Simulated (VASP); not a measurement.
# Cs3Pt (R-3m) in VASP: single point with PBE

Aim: the single point of Cs3Pt with PBE.

Program: VASP 6.6.1. These are calculated values, not measurements. Logs are shortened: lines on timing, memory, paths and dates and some standing lists are left out, and cuts for length are marked.

## Step 1: The cell of the first run

Symmetry: R-3m, No. 166, trigonal system. The conventional cell has a = 8.564 Å, b = 8.564 Å, c = 8.688 Å, α = 90.00°, β = 90.00°, γ = 120.00°. Within 5.0 Å of Cs (site symmetry 2/m) lie 8 Cs at 3.81 to 4.28 Å and 4 Pt at 3.81 to 4.28 Å. Pt (site symmetry -3m) has 12 Cs at 3.81 to 4.28 Å within 5.0 Å.

## Step 2: Single point, PBE (strained)

INCAR reads:

```
PREC = Accurate
ENCUT = 520
EDIFF = 1E-7
ISMEAR = 0
SIGMA = 0.1
LREAL = False
LASPH = True
NELM = 60
ALGO = Fast
ISIF = 2
LWAVE = False
LCHARG = False
GGA = PE
NBANDS = 26
```

KPOINTS reads:

```
regular mesh
0
Gamma
  9 9 9
```

POSCAR reads:

```
Cs3Pt
1.0
    5.7092455885     -0.3466591800     -0.3466591800
   -0.3466591800      5.7092455885     -0.3466591800
   -0.3466591800     -0.3466591800      5.7092455885
Cs Pt
3 1
Direct
    0.0000000000      0.0000000000      0.5000000000
    0.0000000000      0.5000000000      0.0000000000
    0.5000000000      0.0000000000      0.0000000000
    0.5000000000      0.5000000000      0.5000000000
```

Potentials or basis: VASP PAW PBE potentials, release 64 (Cs_sv, Pt).

Run with:

```bash
$ cat potpaw_PBE.64/Cs_sv/POTCAR potpaw_PBE.64/Pt/POTCAR > POTCAR
$ mpirun -np 1 vasp_std > vasp.out
```

OUTCAR:

```text
PREC = Accurate
   ENCUT = 520
   EDIFF = 1E-7
   ISMEAR = 0
   LREAL = False
   LASPH = True
   NELM = 60
   ISIF = 2
   GGA = PE

 ion  position               nearest neighbor table
   1  0.000  0.000  0.500-
   2  0.000  0.500  0.000-
   3  0.500  0.000  0.000-
   4  0.500  0.500  0.500-

  LATTYP: Found a trigonal (rhomboedric) cell.
 ALAT       =     5.7302556980
 COS(alpha) =    -0.1168891470

  Lattice vectors:

 A1 = (   5.7092455885,  -0.3466591800,  -0.3466591800)
 A2 = (  -0.3466591800,   5.7092455885,  -0.3466591800)
 A3 = (  -0.3466591800,  -0.3466591800,   5.7092455885)

Analysis of symmetry for initial positions (statically):
=====================================================================
 Subroutine PRICEL returns:
 Original cell was already a primitive cell.

 Routine SETGRP: Setting up the symmetry group for a
 trigonal (rhombohedral) supercell.

 Subroutine GETGRP returns: Found 12 space group operations
 (whereof 12 operations were pure point group operations)
 out of a pool of 12 trial point group operations.

The static configuration has the point symmetry D_3d.

Analysis of symmetry for dynamics (positions and initial velocities):
=====================================================================
 Subroutine PRICEL returns:
 Original cell was already a primitive cell.

 Routine SETGRP: Setting up the symmetry group for a
 trigonal (rhombohedral) supercell.

 Subroutine GETGRP returns: Found 12 space group operations
 (whereof 12 operations were pure point group operations)
 out of a pool of 12 trial point group operations.

The dynamic configuration has the point symmetry D_3d.

 Subroutine INISYM returns: Found 12 space group operations
 (whereof 12 operations are pure point group operations),
 and found     1 'primitive' translations

----------------------------------------------------------------------------------------

                                     Primitive cell

  volume of cell :     183.9540

  direct lattice vectors                    reciprocal lattice vectors
     5.709245588 -0.346659180 -0.346659180     0.176540373  0.011412281  0.011412281
    -0.346659180  5.709245588 -0.346659180     0.011412281  0.176540373  0.011412281
    -0.346659180 -0.346659180  5.709245588     0.011412281  0.011412281  0.176540373

  length of vectors
     5.730255698  5.730255698  5.730255698     0.177276573  0.177276573  0.177276573

  position of ions in fractional coordinates (direct lattice)
     0.000000000  0.000000000  0.500000000
     0.000000000  0.500000000  0.000000000
     0.500000000  0.000000000  0.000000000
     0.500000000  0.500000000  0.500000000

  ion indices of the primitive-cell ions
   primitive index   ion index
                 1           1
                 2           2
                 3           3
                 4           4

----------------------------------------------------------------------------------------

 KPOINTS: regular mesh

Automatic generation of k-mesh.
 Grid dimensions read from file:
 generate k-points for:    9    9    9

 Generating k-lattice:

  Cartesian coordinates                     Fractional coordinates (reciprocal lattice)
     0.019615597  0.001268031  0.001268031     0.111111111  0.000000000  0.000000000
     0.001268031  0.019615597  0.001268031     0.000000000  0.111111111  0.000000000
     0.001268031  0.001268031  0.019615597     0.000000000  0.000000000  0.111111111

  Length of vectors
     0.019697397  0.019697397  0.019697397

  Shift w.r.t. Gamma in fractional coordinates (k-lattice)
     0.000000000  0.000000000  0.000000000

 Subroutine IBZKPT returns following result:
 ===========================================

 Found     85 irreducible k-points:

 Following reciprocal coordinates:
            Coordinates               Weight
  0.000000  0.000000  0.000000      1.000000
  0.111111 -0.000000  0.000000      6.000000
  0.222222 -0.000000 -0.000000      6.000000
  0.333333 -0.000000  0.000000      6.000000
  0.444444 -0.000000 -0.000000      6.000000
  0.111111  0.111111  0.000000      6.000000
[... 16 lines left out ...]
 -0.333333  0.333333  0.000000      6.000000
  0.444444  0.444444  0.000000      6.000000
 [... further k-points ...]
   k-points           NKPTS =     85   k-points in BZ     NKDIM =     85   number of bands    NBANDS=     26
   number of dos      NEDOS =    301   number of ions     NIONS =      4
   total plane-waves  NPLWV = 110592
   dimension x,y,z NGX =    48 NGY =   48 NGZ =   48
   dimension x,y,z NGXF=    96 NGYF=   96 NGZF=   96
   ions per type =               3   1
   NGX,Y,Z   is equivalent  to a cutoff of  13.93, 13.93, 13.93 a.u.
   NGXF,Y,Z  is equivalent  to a cutoff of  27.85, 27.85, 27.85 a.u.
 SYSTEM =  unknown system
   PREC   = accura    normal or accurate (medium, high low for compatibility)
   ISTART =      0    job   : 0-new  1-cont  2-samecut
   ICHARG =      2    charge: 1-file 2-atom 10-const
   ISPIN  =      1    spin polarized calculation?
   LNONCOLLINEAR =      F non collinear calculations
   LSORBIT =      F    spin-orbit coupling
   LASPH  =      T    aspherical Exc in radial PAW
   ENCUT  =  520.0 eV  38.22 Ry    6.18 a.u.  10.65 10.65 10.65*2*pi/ulx,y,z
   NELM   =     60;   NELMIN=  2; NELMDL= -5     # of ELM steps
   EDIFF  = 0.1E-06   stopping-criterion for ELM
   LREAL  =      F    real-space projection
   EDIFFG = 0.1E-05   stopping-criterion for IOM
   NSW    =      0    number of steps for IOM
   IBRION =     -1    ionic relax: 0-MD 1-quasi-New 2-CG
   NFREE  =      0    steps in history (QN), initial steepest desc. (CG)
   ISIF   =      2    stress and relaxation
   ISYM   =      2    0-nonsym 1-usesym 2-fastsym
   POTIM  = 0.5000    time-step for ionic-motion
   TEBEG  =    0.0;   TEEND  =   0.0 temperature during run
   PSTRESS=    0.0 pullay stress
   NELECT =      37.0000    total number of electrons
   NUPDOWN=      -1.0000    fix difference up-down
   EMIN   =  10.00;   EMAX   =-10.00  energy-range for DOS
   EFERMI =   0.00;   METHOD = LEGACY
   ISMEAR =     0;   SIGMA  =   0.10  broadening in eV -4-tet -1-fermi 0-gaus
   EFERMI_NEDOS =   21; number of points for ismear=-14 and -15
   IALGO  =     68    algorithm
   IMIX   =      4    mixing-type and parameters
     AMIX     =   0.40;   BMIX     =  1.00
     AMIX_MAG =   1.60;   BMIX_MAG =  1.00
  volume/ion in A,a.u.               =      45.99       310.35
  Fermi-wavevector in a.u.,A,eV,Ry     =   0.959192  1.812610 12.518036  0.920050
  Thomas-Fermi vector in A             =   2.088366
   LORBIT       =      0    0 simple, 1 ext, 2 COOP (PROOUT), +10 PAW based schemes
   GGA     = PE    functional components
   LHFCALC =     F    Hartree Fock is set to
   AEXX    =    0.0000 exact exchange contribution
   IVDW    =     0    specifies the selected vdW correction
   LEPSILON=     F    determine dielectric tensor
   LRPA    =     F    only Hartree local field effects (RPA)
 non-spin polarized calculation
 RMM-DIIS sequential band-by-band and
 Gauss-broadening in eV      SIGMA  =   0.10
  energy-cutoff  :      520.00
  volume of cell :      183.95
 maximum number of plane-waves:      4972
 NGX is ok and might be reduce to    48
   NGX = 21   NGY = 21   NGZ = 21

 number of electron      36.9999993 magnetization

 Free energy of the ion-electron system (eV)
  ---------------------------------------------------
  ext. energy  EPLUGINS =         0.00000000
  ---------------------------------------------------
  free energy    TOTEN  =        -7.65540177 eV

  energy without entropy =       -7.64440283  energy(sigma->0) =       -7.64990230

 E-fermi :   3.1789     XC(G=0):  -8.0828

 val. band max:        3.1686162784   @ k =   0.4444   0.2222   0.1111
 cond. band min:       3.1897328464   @ k =  -0.2222   0.4444   0.1111
 fundamental gap:      0.0211165680
 Fermi energy:         3.1789055136

 k-point     1 :       0.0000    0.0000    0.0000
  band No.  band energies     occupation
      1     -20.6495      2.00000
      2     -20.3451      2.00000
      3     -20.3451      2.00000
      4      -8.2311      2.00000
      5      -8.2311      2.00000
      6      -7.5398      2.00000
[... 18 lines left out ...]
     25       6.3331      0.00000
     26       6.3339      0.00000

 k-point     2 :       0.1111   -0.0000    0.0000
  band No.  band energies     occupation
      1     -20.6416      2.00000
      2     -20.3535      2.00000
      3     -20.3450      2.00000
      4      -8.2139      2.00000
      5      -8.1935      2.00000
      6      -7.5308      2.00000
[... 18 lines left out ...]
     25       6.1093      0.00000
     26       6.2185      0.00000

 k-point     3 :       0.2222   -0.0000   -0.0000
  band No.  band energies     occupation
      1     -20.6192      2.00000
      2     -20.3772      2.00000
      3     -20.3447      2.00000
      4      -8.1683      2.00000
      5      -8.0831      2.00000
      6      -7.5048      2.00000
[... 18 lines left out ...]
     25       5.8372      0.00000
     26       5.9453      0.00000

 k-point     4 :       0.3333   -0.0000    0.0000
  band No.  band energies     occupation
      1     -20.5867      2.00000
      2     -20.4112      2.00000
      3     -20.3444      2.00000
      4      -8.1128      2.00000
      5      -7.9073      2.00000
      6      -7.4667      2.00000
[... 18 lines left out ...]
     25       6.0011      0.00000
     26       6.0678      0.00000
[... 496 lines left out ...]
      1     -20.5329      2.00000
      2     -20.4301      2.00000
      3     -20.3786      2.00000
      4      -8.1581      2.00000
      5      -7.7628      2.00000
      6      -7.6336      2.00000
[... 18 lines left out ...]
     25       5.6090      0.00000
     26       6.4011      0.00000

 k-point    23 :      -0.3333    0.3333    0.0000
  band No.  band energies     occupation
      1     -20.5605      2.00000
      2     -20.4016      2.00000
      3     -20.3791      2.00000
      4      -8.1965      2.00000
      5      -7.8217      2.00000
      6      -7.6481      2.00000
[... 18 lines left out ...]
     25       5.7296      0.00000
     26       5.8841      0.00000

 k-point    24 :       0.4444    0.4444    0.0000
  band No.  band energies     occupation
      1     -20.4983      2.00000
      2     -20.4584      2.00000
      3     -20.3850      2.00000
      4      -8.1498      2.00000
      5      -7.7616      2.00000
      6      -7.5101      2.00000
[... 18 lines left out ...]
     25       5.8265      0.00000
     26       6.4499      0.00000

 [... further k-points ...]
[... 5 lines left out ...]
  --------------------------------------------------------------------------------------
  -------------------------------------------------------------------------------------
  Total        0.4182220      0.4182220      0.4182220      0.7711701      0.7711701      0.7711701
  in kB        3.6425721      3.6425721      3.6425721      6.7166302      6.7166302      6.7166302
  external PRESSURE =       3.6425721 kB  Pullay stress =       0.0000000 kB

 VOLUME and BASIS-vectors are now :
 -----------------------------------------------------------------------------
  energy-cutoff  :      520.00
  volume of cell :      183.95
      direct lattice vectors                 reciprocal lattice vectors
     5.709245588 -0.346659180 -0.346659180     0.176540373  0.011412281  0.011412281
    -0.346659180  5.709245588 -0.346659180     0.011412281  0.176540373  0.011412281
    -0.346659180 -0.346659180  5.709245588     0.011412281  0.011412281  0.176540373

 POSITION                                       TOTAL-FORCE (eV/Angst)
 -----------------------------------------------------------------------------------
     -0.17333     -0.17333      2.85462        -0.000000     -0.000000     -0.000000
     -0.17333      2.85462     -0.17333        -0.000000     -0.000000      0.000000
      2.85462     -0.17333     -0.17333        -0.000000     -0.000000     -0.000000
      2.50796      2.50796      2.50796         0.000000      0.000000      0.000000
 -----------------------------------------------------------------------------------
    total drift:                                0.000000     -0.000000      0.000000

  FREE ENERGIE OF THE ION-ELECTRON SYSTEM (eV)
  ---------------------------------------------------
  free  energy   TOTEN  =        -7.6554017707 eV

  energy  without entropy=       -7.6444028269  energy(sigma->0) =       -7.64990230
```

Wall time 6.3 min (1 thread of Intel Xeon Platinum 8375C at 2.90GHz (Ice Lake), shared host); peak memory 0.57 GiB.

What came out:

```yaml
Free_energy: -7.6554 eV
Pressure: 0.4 GPa
```

Stress tensor (GPa, compression positive):
```
0.36 0.67 0.67
0.67 0.36 0.67
0.67 0.67 0.36
```

Levels at points of the mesh, in eV from the Fermi level:
```csv
k point,band 16,band 17,band 18,band 19,band 20,band 21,band 22,band 23
"(0.00, 0.00, 0.00)",-1.58,-1.52,-1.52,-1.07,1.10,1.10,1.68,1.68
```

Caveat: the cell differs from its parent crystal (strained); spin-orbit coupling is left out, which moves the levels of the heavy elements.
